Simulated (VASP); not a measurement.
Runs of VASP 6.6.1 on CsH5. The structure is that of space group P-6m2 (No. 187), or close to it. The cells are those of the table. 

```tsv
task	cell	k mesh	cutoff (eV)	smearing	gap on the mesh (eV)	pressure (GPa)	relaxed volume (Å³/atom)	largest force (eV/Å)
relaxation of cell and atoms	relaxed from a = 4.472, b = 4.472, c = 5.298 Å, angles 90.0, 90.0, 120.0°, 6 atoms	12 × 12 × 8	600	gaussian 0.01 eV	(c)	0.0	(a)	0.01
single point	a = 4.480, b = 4.480, c = 4.603 Å, angles 90.0, 90.0, 120.0°, 6 atoms	6 × 6 × 4	520	gaussian 0.1 eV	0.20	0.0	-	0.78
relaxation of cell and atoms	relaxed from a = 4.480, b = 4.480, c = 4.603 Å, angles 90.0, 90.0, 120.0°, 6 atoms	6 × 6 × 4	600	gaussian 0.1 eV	0.14	0.1	15.39	-
relaxation of cell and atoms	relaxed from a = 4.450, b = 4.450, c = 5.483 Å, angles 90.0, 90.0, 120.0°, 6 atoms	12 × 12 × 8	600	gaussian 0.1 eV	-	0.1	15.68	-
single point	a = 4.450, b = 4.450, c = 5.483 Å, angles 90.0, 90.0, 120.0°, 6 atoms	12 × 12 × 8	520	gaussian 0.1 eV	-	0.0	-	0.02
single point	a = 4.450, b = 4.450, c = 5.483 Å, angles 90.0, 90.0, 120.0°, 6 atoms	12 × 12 × 8	520	gaussian 0.01 eV	(b)	0.0	-	0.02
single point	a = 4.472, b = 4.472, c = 5.298 Å, angles 90.0, 90.0, 120.0°, 6 atoms	6 × 6 × 4	520	gaussian 0.1 eV	0.12	0.0	-	-
```

Alike in all rows: level PBE; potentials or basis VASP PAW PBE potentials, release 64 (Cs_sv, H); no spin polarisation.

**Question.** Fill in the values left out.

**Answer.** (a) 15.82; (b) 0.02; (c) 0.01.

Caveats: spin-orbit coupling is left out, which moves the levels of the heavy elements; the volume moved by over 15 % at a fixed basis, so the end points are rough (some runs).

A k mesh can miss the band edges, and the runs leave out spin-orbit coupling on Cs.
